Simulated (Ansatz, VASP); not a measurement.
# Two plane-wave programs on ZnS

```
Zn S
1.0
     3.80696    0.00000    0.00000
    -1.90348    3.29692    0.00000
     0.00000    0.00000    6.24663
Zn S
2 2
Cartesian
  0.0000 2.1979 -0.3904
  1.9035 1.0990 2.7329
  0.0000 2.1979 2.7329
  1.9035 1.0990 5.8562
```

Change from the starting cell: polar distortion scaled by 0.00.

Alike in both runs: task single point; functional r2SCAN; k mesh 9 × 9 × 4; no spin polarisation.

|  | VASP | Ansatz |
| --- | --- | --- |
| version | VASP 6.6.1 | Ansatz 0.2.0 |
| potentials or method | VASP PAW PBE potentials, release 64 (Zn, S), cutoff 520 eV | scalar-relativistic, plane waves, PAW |
| occupations | gaussian, width 0.01 eV | fixed |
| valence electrons in the cell | 36 | 36 |

Ansatz gave:

| Property | Result |
| --- | --- |
| gap on the k mesh at the Fermi level (eV) | 3.10 |
| least direct gap on the mesh (eV) | 3.10 |
| pressure (GPa) | 5.6 |
| traceless stress, the component that is largest in VASP (GPa) | -5.40 |

Q: What did VASP give for the same quantities?

A: gap on the k mesh at the Fermi level (eV): 3.12; least direct gap on the mesh (eV): 3.12; pressure (GPa): 5.8; traceless stress, the component that is largest in VASP (GPa): -5.54.

VASP's potentials were made for PBE, not for r2SCAN.
